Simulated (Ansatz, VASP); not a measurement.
## ScPt in VASP and in Ansatz

Contents of INCAR:

```
SYSTEM = ScPt
PREC = Accurate ; ENCUT = 520
EDIFF = 1E-6 ; ISMEAR = -1
SIGMA = 0.05 ; LREAL = .False.
LASPH = .True. ; NELM = 60
ALGO = Normal ; ISIF = 2
LWAVE = .False. ; LCHARG = .True.
LELF = .True. ; LVHAR = .True.
NBANDS = 18
```

Contents of KPOINTS:

```
Automatic mesh
0
Gamma
  10 10 10
  0 0 0
```

Contents of POSCAR:

```
ScPt
1.0
    3.2700000000      0.0000000000      0.0000000000
    0.0000000000      3.2700000000      0.0000000000
    0.0000000000      0.0000000000      3.3354000000
Sc Pt
1 1
Direct
    0.5000000000      0.5000000000      0.5000000000
    0.0000000000      0.0000000000      0.0000000000
```

Input for Ansatz:

```yaml
crystal:
  lattice:
    - [3.27, 0.0, 0.0]
    - [0.0, 3.27, 0.0]
    - [0.0, 0.0, 3.3354]
  atoms:
    - { symbol: Sc, position: [0.5, 0.5, 0.5] }
    - { symbol: Pt, position: [0.0, 0.0, 0.0] }
kpoints:
  mp_grid: { grid: [10, 10, 10] }
  band_path:
    path:
      - [0.0, 0.0, 0.0]
      - [0.0, 0.5, 0.0]
      - [0.5, 0.5, 0.0]
      - [0.0, 0.0, 0.0]
      - [0.0, 0.0, 0.5]
      - [0.0, 0.5, 0.5]
      - [0.5, 0.5, 0.5]
      - [0.0, 0.0, 0.5]
      - [0.0, 0.5, 0.0]
    npoints: 5
scf:
  occupations: { method: fermi_dirac, width: 0.05 }
hamiltonian:
  xc: lda
  pseudopotentials: { kind: all_electron, lapw: { basis_error: 0.00025 } }
output:
  forces: true
  stress: true
  eigenvalues: true
```

Change from the starting cell: zz strain of +2 %.

Alike in both runs: task single point; functional LDA; k mesh 10 × 10 × 10; occupations fermi-dirac, width 0.05 eV; no spin polarisation.

```csv
,VASP,Ansatz
version,VASP 6.6.1,Ansatz 0.2.0
potentials or method,"VASP PAW LDA potentials, release 64 (Sc_sv, Pt), cutoff 520 eV","all-electron LAPW, scalar-relativistic"
```

Ansatz gave:

| Quantity | Value |
| --- | --- |
| pressure (GPa) | -8.0 |

Question: Which values does VASP return?

Answer: Pressure (GPa): -7.5.

LDA's correlation is that of Perdew and Zunger in VASP and of Perdew and Wang (1992) in Ansatz. Ansatz ran all-electron here, and VASP with PAW potentials.

Spin-orbit coupling is off throughout.
